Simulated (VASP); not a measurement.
Write the native input for VASP 6.6.1 that does the following.

| Item | Value |
| --- | --- |
| Task | single point |
| Functional | PBE |
| Potentials or basis | VASP PAW PBE potentials, release 64 (Ga_d, O) |
| Cutoff | 520 eV |
| k mesh | 6 × 6 × 6 |
| Occupations | gaussian, width 0.02 eV |
| Spin | no spin polarisation |
| Dipole correction | no |
| Further INCAR settings | ALGO = Normal; EDIFF = 1e-07; NBANDS = 30 |

The structure of Ga2O3 lies in POSCAR:

```
Ga2O3
1.0
    3.0395776883      1.7549009966      4.1126061489
   -3.0395776883      1.7549009966      4.1126061489
    0.0000000000     -3.5098019932      4.1126061489
Ga O
2 3
Direct
    0.3309518358      0.3309518358      0.3309518358
    0.6690481642      0.6690481642      0.6690481642
    0.5000000000      0.5000000000      0.0000000000
    0.0000000000      0.5000000000      0.5000000000
    0.5000000000      0.0000000000      0.5000000000
```

The cell was generated, and may not be a known phase.

The input as run:

INCAR

```
ALGO = Normal ; EDIFF = 1E-7
ENCUT = 520 ; GGA = PE
ISIF = 2 ; ISMEAR = 0
LASPH = True ; LCHARG = False
LREAL = False ; LWAVE = False
NBANDS = 30 ; NELM = 60
PREC = Accurate ; SIGMA = 0.02
```

KPOINTS

```
k-points
0
Gamma
  6 6 6
```

Potentials or basis: VASP PAW PBE potentials, release 64 (Ga_d, O).

Launch:

```bash
$ cat potpaw_PBE.64/Ga_d/POTCAR potpaw_PBE.64/O/POTCAR > POTCAR
$ mpirun -np 1 vasp_std > vasp.out
```

Results of the run:

```json
{
  "Pressure": "-0.1 GPa",
  "Band gap on the k mesh": "2.00 eV (least direct gap 2.01 eV)"
}
```

Wall time 2.9 min on 1 thread of Intel Xeon 8259CL, with other jobs on the host, peak memory 0.29 GiB.
